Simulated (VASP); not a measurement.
Write the native input for VASP 6.6.1 that does the following.

* Task: single point
* Functional: PBE
* Potentials or basis: VASP PAW PBE potentials, release 64 (Tl_d, Ca_sv, Cl, B)
* Cutoff: 520 eV
* k mesh: 3 × 3 × 3, shifted
* Occupations: fermi-dirac, width 0.1 eV
* Spin: no spin polarisation
* Dipole correction: no
* Further INCAR settings: ALGO = Normal; EDIFF = 1e-06; NBANDS = 62

The structure of Ca2TlB3Cl lies in POSCAR:

```
Ca2TlB3Cl
1.0
    6.7761880000      0.5515360000      0.2524700000
    0.8306150000      6.1408060000      1.1296030000
   -0.5487950000      0.0308450000      6.2835670000
Tl Ca Cl B
2 4 2 6
Direct
    0.8464540000      0.0033310000      0.9556680000
    0.2087500000      0.0790140000      0.1909860000
    0.1246770000      0.8375200000      0.6339590000
    0.6922880000      0.0569360000      0.3861800000
    0.5968700000      0.7144110000      0.7693400000
    0.3222390000      0.4696570000      0.3639130000
    0.0753710000      0.2874930000      0.6357660000
    0.9296730000      0.3800210000      0.9351000000
    0.8252420000      0.4676900000      0.2394680000
    0.5199140000      0.7748270000      0.2249110000
    0.0629010000      0.6341140000      0.0238210000
    0.7488430000      0.3259510000      0.6526350000
    0.4767110000      0.1349120000      0.8991940000
    0.6266250000      0.3449010000      0.0313420000
```

The input as run:

INCAR

```
ALGO = Normal ; EDIFF = 1E-6
ENCUT = 520 ; GGA = PE
ISIF = 2 ; ISMEAR = -1
LASPH = T ; LCHARG = F
LREAL = F ; LWAVE = F
NBANDS = 62 ; NELM = 100
PREC = Accurate ; SIGMA = 0.1
```

KPOINTS

```
Automatic mesh
0
Gamma
  3 3 3
  0.5 0 0
```

Potentials or basis: VASP PAW PBE potentials, release 64 (Tl_d, Ca_sv, Cl, B).

Run with:

```bash
$ cat potpaw_PBE.64/Tl_d/POTCAR potpaw_PBE.64/Ca_sv/POTCAR potpaw_PBE.64/Cl/POTCAR potpaw_PBE.64/B/POTCAR > POTCAR
$ mpirun -np 1 vasp_std > vasp.out
```

Results of the run:

```yaml
Pressure: 7.0 GPa
Largest_force: 5.022 eV/Å
Band_gap_on_the_k_mesh: zero (bands 49 and 50 overlap by 0.02 eV)
```

Caveat: spin-orbit coupling is left out, which moves the levels of the heavy elements.

Run time: 5.7 min on 1 thread of Intel(R) Xeon(R) Platinum 8259CL CPU @ 2.50GHz (Skylake/Cascade Lake), with other jobs on the host, peak memory 0.46 GiB.
